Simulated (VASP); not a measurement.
A run of VASP 6.6.1 is set up as follows.

INCAR

```
SYSTEM = Si8W3
ALGO     = Normal         ! electronic algorithm
EDIFF    = 1E-6           ! SCF threshold, eV
EDIFFG   = -0.02          ! ionic threshold
ENCUT    = 520            ! plane-wave cutoff, eV
GGA      = PE             ! functional
IBRION   = 2              ! ionic algorithm
ISIF     = 2              ! what is computed and relaxed
ISMEAR   = 1              ! smearing method
LASPH    = .TRUE.         ! aspherical terms in the spheres
LCHARG   = .FALSE.        ! write CHGCAR
LREAL    = .FALSE.        ! projectors in reciprocal space
LWAVE    = .FALSE.        ! write WAVECAR
NELM     = 60             ! most SCF steps
NSW      = 90             ! ionic steps
PREC     = Accurate       ! precision mode
SIGMA    = 0.1            ! smearing width, eV
```

The input KPOINTS:

```
k-points
0
G
  4 4 3
  0 0 0
```

POSCAR

```
Si8W3
1.0
    3.2292007300      3.2292007300      0.0000000000
   -3.2292007300      3.2292007300      0.0000000000
    0.0000000000      0.0000000000      7.8679106400
Si W
8 3
Direct
    0.0000000000      0.0000000000      0.3345207100
    0.0000000000      0.5000000000      0.8345207100
    0.5000000000      0.0000000000      0.8345207100
    0.5000000000      0.5000000000      0.3345207100
    0.0000000000      0.0000000000      0.6654792900
    0.0000000000      0.5000000000      0.1654792900
    0.5000000000      0.0000000000      0.1654792900
    0.5000000000      0.5000000000      0.6654792900
    0.0000006700      0.0000006400      0.0000000300
   -0.5000000000      0.0000000000      0.5000000000
    0.4999993300      0.4999993600     -0.0000000300
```

Potentials or basis: VASP PAW PBE potentials, release 64 (Si, W_sv).

Run with:

```console
$ cat potpaw_PBE.64/Si/POTCAR potpaw_PBE.64/W_sv/POTCAR > POTCAR
$ mpirun -np 1 vasp_std > vasp.out
```

Problem. Predict the energy gained by relaxing.

Solution. 8.7 meV/atom.

Problem. What does it give for the band gap on the k mesh?

Solution. Zero (bands 37 and 38 overlap by 0.42 eV).

Step by step:
| step | energy change (eV) | largest force (eV/Å) | pressure (GPa) |
| --- | --- | --- | --- |
| 1 | 0.0000 | 0.7679 | -2.61 |
| 2 | -0.0900 | 0.1971 | -3.03 |
| 3 | -0.0952 | 0.0677 | -3.09 |
| 4 | -0.0951 | 0.0600 | -3.09 |
| 5 | -0.0957 | 0.0296 | -3.10 |
| 6 | -0.0958 | 0.0175 | -3.11 |

Caveat: spin-orbit coupling is left out, which moves the levels of the heavy elements.
